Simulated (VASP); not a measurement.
# C in VASP: a series of runs

C is run at these levels: PBE; tasks: single point.

All numbers are computed with VASP 6.6.1; they aren't measurements. Logs are shortened: lines on timing, memory, paths and dates and some standing lists are left out, and cuts for length are marked.

### 1 The cell of the first run

It takes space group C2/m (No. 12, monoclinic). Conventional cell: a = 4.396 Å, b = 2.488 Å, c = 2.792 Å, α = 90.00°, β = 125.96°, γ = 90.00°. Within 1.9 Å of C (site symmetry m) lie 4 C at 1.31 to 1.86 Å.

### 2 Single point, PBE (strained and its atoms moved)

File INCAR:

```
SYSTEM = C
  PREC = Accurate
  ENCUT = 520
  EDIFF = 1E-7
  ISMEAR = 0
  SIGMA = 0.02
  LREAL = .False.
  LASPH = .True.
  NELM = 100
  ALGO = Normal
  ISIF = 2
  LWAVE = .False.
  LCHARG = .False.
  GGA = PE
  NBANDS = 11
```

File KPOINTS:

```
regular mesh
0
Gamma
  12 12 12
  0 0 0
```

File POSCAR:

```
C
1.0
   -0.1461139620      1.8205482220      1.9054737300
    1.7593597680      0.0000000000      1.7593597680
    1.8272538060      1.7423282980     -0.0678940380
C
2
Direct
    0.4014497248      0.5662700454      0.4660101844
    0.8485502752      0.6837299546      0.7839898156
```

Potentials or basis: VASP PAW PBE potentials, release 64 (C).

Command:

```console
$ cat potpaw_PBE.64/C/POTCAR > POTCAR
$ mpirun -np 1 vasp_std > vasp.out
```

OUTCAR:

```text
SYSTEM = C
   PREC = Accurate
   ENCUT = 520
   EDIFF = 1E-7
   ISMEAR = 0
   LREAL = .False.
   LASPH = .True.
   NELM = 100
   ISIF = 2
   GGA = PE

 ion  position               nearest neighbor table
   1  0.401  0.566  0.466-   2 1.31   2 1.61   2 1.86   2 1.86
   2  0.849  0.684  0.784-   1 1.31   1 1.61   1 1.86   1 1.86

  LATTYP: Found a base centered monoclinic cell.
 ALAT       =     4.3961349266
 B/A-ratio  =     0.5659768152
 C/A-ratio  =     0.6350713689
 COS(beta)  =    -0.5872116293

  Lattice vectors:

 A1 = (  -0.0678940380,  -1.7423282980,   1.8272538060)
 A2 = (  -1.8272538060,  -1.7423282980,   0.0678940380)
 A3 = (   1.9733677680,  -0.0782199240,  -1.9733677680)

Analysis of symmetry for initial positions (statically):
=====================================================================
 Subroutine PRICEL returns:
 Original cell was already a primitive cell.

 Routine SETGRP: Setting up the symmetry group for a
 base centered monoclinic supercell.

 Subroutine GETGRP returns: Found  4 space group operations
 (whereof  2 operations were pure point group operations)
 out of a pool of  4 trial point group operations.

The static configuration has the point symmetry C_1h.
 The point group associated with its full space group is C_2h.

Analysis of symmetry for dynamics (positions and initial velocities):
=====================================================================
 Subroutine PRICEL returns:
 Original cell was already a primitive cell.

 Routine SETGRP: Setting up the symmetry group for a
 base centered monoclinic supercell.

 Subroutine GETGRP returns: Found  4 space group operations
 (whereof  2 operations were pure point group operations)
 out of a pool of  4 trial point group operations.

The dynamic configuration has the point symmetry C_1h.
 The point group associated with its full space group is C_2h.

 Subroutine INISYM returns: Found  4 space group operations
 (whereof  2 operations are pure point group operations),
 and found     1 'primitive' translations

----------------------------------------------------------------------------------------

                                     Primitive cell

  volume of cell :      12.3591

  direct lattice vectors                    reciprocal lattice vectors
    -0.146113962  1.820548222  1.905473730    -0.248027184  0.269781638  0.248027184
[... 93 lines left out ...]
   ISYM   =      2    0-nonsym 1-usesym 2-fastsym
   POTIM  = 0.5000    time-step for ionic-motion
   TEBEG  =    0.0;   TEEND  =   0.0 temperature during run
   PSTRESS=    0.0 pullay stress
   NELECT =       8.0000    total number of electrons
   NUPDOWN=      -1.0000    fix difference up-down
   EMIN   =  10.00;   EMAX   =-10.00  energy-range for DOS
   EFERMI =   0.00;   METHOD = LEGACY
   ISMEAR =     0;   SIGMA  =   0.02  broadening in eV -4-tet -1-fermi 0-gaus
   EFERMI_NEDOS =   21; number of points for ismear=-14 and -15
   IALGO  =     38    algorithm
   IMIX   =      4    mixing-type and parameters
     AMIX     =   0.40;   BMIX     =  1.00
     AMIX_MAG =   1.60;   BMIX_MAG =  1.00
  volume/ion in A,a.u.               =       6.18        41.70
  Fermi-wavevector in a.u.,A,eV,Ry     =   1.416151  2.676138 27.286279  2.005485
  Thomas-Fermi vector in A             =   2.537516
   LORBIT       =      0    0 simple, 1 ext, 2 COOP (PROOUT), +10 PAW based schemes
   GGA     = PE    functional components
   LHFCALC =     F    Hartree Fock is set to
   AEXX    =    0.0000 exact exchange contribution
   IVDW    =     0    specifies the selected vdW correction
   LEPSILON=     F    determine dielectric tensor
   LRPA    =     F    only Hartree local field effects (RPA)
 non-spin polarized calculation
 Gauss-broadening in eV      SIGMA  =   0.02
  energy-cutoff  :      520.00
  volume of cell :       12.36
 maximum number of plane-waves:       344
   NGX =  9   NGY =  9   NGZ =  9

 number of electron       8.0000000 magnetization

 Free energy of the ion-electron system (eV)
  ---------------------------------------------------
  ext. energy  EPLUGINS =         0.00000000
  ---------------------------------------------------
  free energy    TOTEN  =       -14.31422519 eV

  energy without entropy =      -14.31406422  energy(sigma->0) =      -14.31414470

 E-fermi :   9.5577     XC(G=0): -12.9973

 val. band max:        9.5576833503   @ k =   0.3333  -0.2500   0.2500
 cond. band min:       9.5688394812   @ k =   0.5000  -0.4167   0.1667
 fundamental gap:      0.0111561309
 Fermi energy:         9.5577100471

 k-point     1 :       0.0000    0.0000    0.0000
  band No.  band energies     occupation
      1     -11.9815      2.00000
      2       2.3197      2.00000
      3      10.6863      0.00000
      4      11.3092      0.00000
      5      11.6883      0.00000
      6      14.6294      0.00000
      7      16.8517      0.00000
      8      20.4474      0.00000
      9      26.5648      0.00000
     10      30.9697      0.00000
     11      33.4393      0.00000
[... 309 lines left out ...]
 k-point    24 :       0.3333    0.1667    0.0000
  band No.  band energies     occupation
      1      -9.7238      2.00000
      2      -1.1485      2.00000
      3       6.3688      2.00000
      4       7.8354      2.00000
      5      12.8831      0.00000
      6      15.8076      0.00000
      7      18.6423      0.00000
      8      25.6228      0.00000
      9      26.9291      0.00000
     10      28.6404      0.00000
     11      32.0602      0.00000

 [... further k-points ...]

------------------------ aborting loop because EDIFF is reached ----------------------------------------

  FORCE on cell =-STRESS in cart. coord.  units (eV):
  Direction    XX          YY          ZZ          XY          YZ          ZX
  --------------------------------------------------------------------------------------
  -------------------------------------------------------------------------------------
  Total        0.9379219      1.1610712      0.9379219      0.8349044     -0.8349038      2.0953484
  in kB      121.5883275    150.5164859    121.5883275    108.2335698   -108.2334927    271.6323289
  external PRESSURE =     131.2310470 kB  Pullay stress =       0.0000000 kB

 VOLUME and BASIS-vectors are now :
 -----------------------------------------------------------------------------
  energy-cutoff  :      520.00
  volume of cell :       12.36
      direct lattice vectors                 reciprocal lattice vectors
    -0.146113962  1.820548222  1.905473730    -0.248027184  0.269781638  0.248027184
     1.759359768  0.000000000  1.759359768     0.278626835 -0.280916548  0.289761745
     1.827253806  1.742328298 -0.067894038     0.259162093  0.292051457 -0.259162093

 POSITION                                       TOTAL-FORCE (eV/Angst)
 -----------------------------------------------------------------------------------
      1.78913      1.54280      1.72959        -5.085081      8.086846      5.085081
      2.51149      2.91079      2.76659         5.085081     -8.086846     -5.085081
 -----------------------------------------------------------------------------------
    total drift:                               -0.000000     -0.000000     -0.000000

  FREE ENERGIE OF THE ION-ELECTRON SYSTEM (eV)
  ---------------------------------------------------
  free  energy   TOTEN  =       -14.3142251866 eV

  energy  without entropy=      -14.3140642158  energy(sigma->0) =      -14.31414470
```

OSZICAR:

```text
N       E                     dE             d eps       ncg     rms          rms(c)
DAV:   1     0.382462855119E+01    0.38246E+01   -0.46748E+03 10970   0.689E+02
DAV:   2    -0.144992248787E+02   -0.18324E+02   -0.17558E+02 13377   0.123E+02
DAV:   3    -0.148740642481E+02   -0.37484E+00   -0.37284E+00 12176   0.136E+01
DAV:   4    -0.148747334210E+02   -0.66917E-03   -0.66915E-03 11315   0.721E-01
DAV:   5    -0.148747343037E+02   -0.88266E-06   -0.88363E-06 12117   0.248E-02    0.523E+00
DAV:   6    -0.144455501575E+02    0.42918E+00   -0.30214E-01 10949   0.389E+00    0.297E+00
DAV:   7    -0.143137682778E+02    0.13178E+00   -0.31738E-01 11452   0.401E+00    0.739E-01
DAV:   8    -0.143142417985E+02   -0.47352E-03   -0.88706E-03 11147   0.761E-01    0.669E-02
DAV:   9    -0.143142119759E+02    0.29823E-04   -0.30084E-04 11785   0.130E-01    0.378E-02
DAV:  10    -0.143142240365E+02   -0.12061E-04   -0.24259E-05 11320   0.411E-02    0.913E-03
DAV:  11    -0.143142250382E+02   -0.10017E-05   -0.20445E-06 11962   0.115E-02    0.322E-03
DAV:  12    -0.143142252086E+02   -0.17042E-06   -0.24319E-07 11426   0.423E-03    0.410E-04
DAV:  13    -0.143142251866E+02    0.21969E-07   -0.44178E-09  5443   0.533E-04
   1 F= -.14314225E+02 E0= -.14314145E+02  d E =-.160971E-03
```

Wall time 1.7 min (1 thread of AMD EPYC 7R13, shared host); peak memory 0.13 GiB.

Results:

| Item | Value |
| --- | --- |
| Free energy | -14.3142 eV |
| Pressure | 13.1 GPa |
| Largest force | 10.822 eV/Å |
| Band gap on the k mesh | zero (bands 4 and 5 overlap by 3.64 eV) |

Forces in eV/Å, atoms in the order of the input:
```
C   -5.085  8.087  5.085
C    5.085 -8.087 -5.085
```

Caveat: the cell differs from its parent crystal (strained and its atoms moved); the cell stands under pressure; forces of over 1 eV/Å act on the atoms, so gaps and moduli don't describe the material at rest.

### 3 Single point, PBE (atoms moved at random and the cell strained at random)

File INCAR:

```
SYSTEM = C
PREC     = Accurate       ! precision mode
ENCUT    = 520            ! plane-wave cutoff, eV
EDIFF    = 1E-6           ! SCF threshold, eV
ISMEAR   = 0              ! smearing method
SIGMA    = 0.02           ! smearing width, eV
LREAL    = .FALSE.        ! projectors in reciprocal space
LASPH    = .TRUE.         ! aspherical terms in the spheres
NELM     = 60             ! most SCF steps
ALGO     = Normal         ! electronic algorithm
ISIF     = 2              ! what is computed and relaxed
LWAVE    = .FALSE.        ! write WAVECAR
LCHARG   = .FALSE.        ! write CHGCAR
GGA      = PE             ! functional
NBANDS   = 11             ! bands
```

File KPOINTS:

```
Automatic mesh
0
G
  12 12 12
  0 0 0
```

File POSCAR:

```
C
1.0
    0.0074724460      1.7102270980      1.7814917620
    1.7499255820      0.0035132980      1.7854509100
    1.7962048120      1.7604654760     -0.0427659320
C
2
Direct
    0.4523073904      0.4718150723      0.5142004037
    0.7976926096      0.7781849277      0.7357995963
```

Potentials or basis: VASP PAW PBE potentials, release 64 (C).

Command:

```console
$ cat potpaw_PBE.64/C/POTCAR > POTCAR
$ mpirun -np 1 vasp_std > vasp.out
```

OUTCAR:

```text
SYSTEM = C
   PREC = Accurate
   ENCUT = 520
   EDIFF = 1E-6
   ISMEAR = 0
   LREAL = .FALSE.
   LASPH = .TRUE.
   NELM = 60
   ISIF = 2
   GGA = PE

 ion  position               nearest neighbor table
   1  0.452  0.472  0.514-   2 1.34   2 1.42   2 1.67   2 1.78
   2  0.798  0.778  0.736-   1 1.34   1 1.42   1 1.67   1 1.78

  LATTYP: Found a triclinic cell.
 ALAT       =     4.3270790169
 B/A-ratio  =     0.5777609694
 C/A-ratio  =     0.8014438110
[... 529 lines left out ...]
 [... further k-points ...]

------------------------ aborting loop because EDIFF is reached ----------------------------------------

  FORCE on cell =-STRESS in cart. coord.  units (eV):
  Direction    XX          YY          ZZ          XY          YZ          ZX
  --------------------------------------------------------------------------------------
  -------------------------------------------------------------------------------------
  Total        3.9595711      4.4737518      1.6865791     -2.0262426      2.2599016      0.5991727
  in kB      573.2698096    647.7132960    244.1842430   -293.3609928    327.1903328     86.7486981
  external PRESSURE =     488.3891162 kB  Pullay stress =       0.0000000 kB

 VOLUME and BASIS-vectors are now :
 -----------------------------------------------------------------------------
  energy-cutoff  :      520.00
  volume of cell :       11.07
      direct lattice vectors                 reciprocal lattice vectors
     0.007472446  1.710227098  1.781491762    -0.284051136  0.296566490  0.277815772
     1.749925582  0.003513298  1.785450910     0.290016968 -0.289190077  0.276405191
     1.796204812  1.760465476 -0.042765932     0.275366396  0.280505338 -0.270439359

 POSITION                                       TOTAL-FORCE (eV/Angst)
 -----------------------------------------------------------------------------------
      1.75263      1.68044      1.62619        -2.113236      3.111789      8.110093
      2.68937      2.66232      2.77903         2.113236     -3.111789     -8.110093
 -----------------------------------------------------------------------------------
    total drift:                               -0.000000     -0.000000     -0.000000

  FREE ENERGIE OF THE ION-ELECTRON SYSTEM (eV)
  ---------------------------------------------------
  free  energy   TOTEN  =       -16.6295984539 eV

  energy  without entropy=      -16.6295975998  energy(sigma->0) =      -16.62959803
```

stdout:

```text
POSCAR found type information on POSCAR C
 POSCAR found :  1 types and       2 ions
 scaLAPACK will be used
 LDA part: xc-table for (Slater+PW92), standard interpolation
 POSCAR, INCAR and KPOINTS ok, starting setup
 FFT: planning ... GRIDC
 FFT: planning ... GRID_SOFT
 FFT: planning ... GRID
 WAVECAR not read
 entering main loop
```

Wall time 2.3 min (1 thread of AMD EPYC 7R13, shared host); peak memory 0.16 GiB.

What came out:

* Free energy: -16.6296 eV
* Pressure: 48.8 GPa
* Largest force: 8.940 eV/Å
* Band gap on the k mesh: 0.07 eV (least direct gap 0.43 eV)

Forces in eV/Å, atoms in the order of the input:
```
C   -2.113  3.112  8.110
C    2.113 -3.112 -8.110
```

Stress tensor (GPa, compression positive):
```
 57.33 -29.34   8.67
-29.34  64.77  32.72
  8.67  32.72  24.42
```

Levels at points of the mesh, in eV from the valence-band top:
```
           k point  band 2  band 3  band 4  band 5  band 6  band 7
(0.00, 0.00, 0.00)   -6.45   -2.18   -0.63    1.87    2.57    7.71
(0.50, 0.00, 0.00)  -17.58   -6.75   -3.23    2.92    6.00   11.03
(0.00, 0.50, 0.00)  -16.92   -7.19   -2.41    2.23    4.84   11.88
(0.50, 0.50, 0.00)  -14.67  -10.04   -8.08    2.45    2.95   13.33
(0.00, 0.00, 0.50)  -15.63   -7.81   -1.52    0.51    7.91   12.04
(0.50, 0.00, 0.50)  -15.42   -9.23   -7.90    0.21    1.06   16.63
(0.00, 0.50, 0.50)  -15.61   -9.06   -7.35    0.54    1.29   15.40
(0.50, 0.50, 0.50)  -14.94   -7.83   -3.85    1.11    7.28    8.89
```

Caveat: the cell differs from its parent crystal (atoms moved at random and the cell strained at random); the cell stands under pressure; forces of over 1 eV/Å act on the atoms, so gaps and moduli don't describe the material at rest.

[end of part 1 of 2]
